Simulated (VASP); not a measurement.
Write the native input for VASP 6.6.1 that does the following.

```yaml
Task: single point
Functional: PBE
Dispersion: D3(BJ)
Potentials_or_basis: VASP PAW PBE potentials, release 64 (C, N)
Cutoff: 520 eV
k_mesh: 6 × 6 × 1
Occupations: gaussian, width 0.1 eV
Spin: no spin polarisation
Dipole_correction: yes
Further_INCAR_settings: LREAL = Auto; ALGO = Normal; EDIFF = 1e-07; NBANDS = 68
```

The structure of C24N lies in POSCAR:

```
C24N
1.0
    4.9299593294      0.0000000000      0.0000000000
   -2.4649796647      4.2694700189      0.0000000000
    0.0000000000      0.0000000000     25.7384327567
C N
24 1
Direct
    0.0000000000      0.0000000000      0.3302454472
    0.0000000000      0.5000000000      0.3302454472
    0.5000000000      0.0000000000      0.3302454472
    0.5000000000      0.5000000000      0.3302454472
    0.1666666667      0.3333333333      0.3302454380
    0.1666666667      0.8333333333      0.3302454380
    0.6666666667      0.3333333333      0.3302454380
    0.6666666667      0.8333333333      0.3302454380
    0.0034203397     -0.0028451660      0.4612995122
    0.0034207846      0.4971239858      0.4613001835
    0.5034730305     -0.0028372704      0.4613676591
    0.5034470478      0.4971507344      0.4612915620
    0.3367896033      0.1638334363      0.4613506498
    0.3367921253      0.6638015912      0.4613514720
    0.8367803937      0.1638087814      0.4612907571
    0.8367438710      0.6637924244      0.4612989937
   -0.0157043470     -0.0119241357      0.5913145853
   -0.0157636146      0.4800334723      0.5913105889
    0.4975741201     -0.0093196477      0.6007546336
    0.4900066390      0.4869223692      0.5928396619
    0.1534942300      0.3186842856      0.5928489278
    0.1456950849      0.8147484507      0.6006874622
    0.6590256201      0.3254040082      0.5913163305
    0.6591311361      0.8175251368      0.5913001301
    0.3215033837      0.9023179231      0.6491273341
```

One way to write it, as run:

INCAR

```
SYSTEM = C24N
ALGO = Normal
DIPOL = 0.5 0.5 0.469
EDIFF = 1E-7
ENCUT = 520
GGA = PE
IDIPOL = 3
ISIF = 2
ISMEAR = 0
IVDW = 12
LASPH = .True.
LCHARG = .True.
LDIPOL = .True.
LELF = .True.
LREAL = Auto
LVACPOTAV = .True.
LVHAR = .True.
LWAVE = .False.
NBANDS = 68
NELM = 100
PREC = Accurate
SIGMA = 0.1
```

KPOINTS

```
k-points
0
Gamma
  6 6 1
  0 0 0
```

Potentials or basis: VASP PAW PBE potentials, release 64 (C, N).

The run is started by

```bash
$ cat potpaw_PBE.64/C/POTCAR potpaw_PBE.64/N/POTCAR > POTCAR
$ mpirun -np 1 vasp_std > vasp.out
```

It gave:

```yaml
Largest_force: 0.172 eV/Å
Band_gap_on_the_k_mesh: zero (an odd number of electrons rules out a gap without spin polarisation)
Dispersion_energy_per_atom: -0.129 eV
```

Caveat: an odd number of electrons without spin polarisation forces a metal; a magnetic or distorted state may lie lower.

It took 22 min on 1 thread of Intel(R) Xeon(R) 6975P-C (Granite Rapids) (shared host), peak memory 0.87 GiB.
